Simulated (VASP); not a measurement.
Here is a VASP 6.6.1 calculation.

Contents of INCAR:

```
PREC = Accurate ; ENCUT = 520
EDIFF = 1E-6 ; ISMEAR = -1
SIGMA = 0.05 ; LREAL = False
LASPH = True ; NELM = 150
ALGO = Normal ; ISIF = 2
LWAVE = False ; LCHARG = False
ISPIN = 2 ; MAGMOM = 0.6 2 2 2
LORBIT = 11 ; LMAXMIX = 4
GGA = PS ; NBANDS = 30
```

The input KPOINTS:

```
regular mesh
0
Gamma
  8 8 8
```

The input POSCAR:

```
Co3Ir
1.0
    3.5825610000      0.0000000000      0.0000000000
    0.0000000000      3.5825610000      0.0000000000
    0.0000000000      0.0000000000      3.5825610000
Ir Co
1 3
Direct
    0.0000000000      0.0000000000      0.0000000000
    0.5000000000      0.5000000000      0.0000000000
    0.5000000000      0.0000000000      0.5000000000
    0.0000000000      0.5000000000      0.5000000000
```

Potentials or basis: VASP PAW PBE potentials, release 64 (Ir, Co).

Run with:

```bash
$ cat potpaw_PBE.64/Ir/POTCAR potpaw_PBE.64/Co/POTCAR > POTCAR
$ mpirun -np 1 vasp_std > vasp.out
```

Q: Predict the pressure.

A: -3.2 GPa.

Q: Predict the site moments.

A: Ir +0.47; Co +1.44 μB.

Caveat: the cell stands under tension; the PAW data sets were made with another functional, which shifts forces and pressure a little.
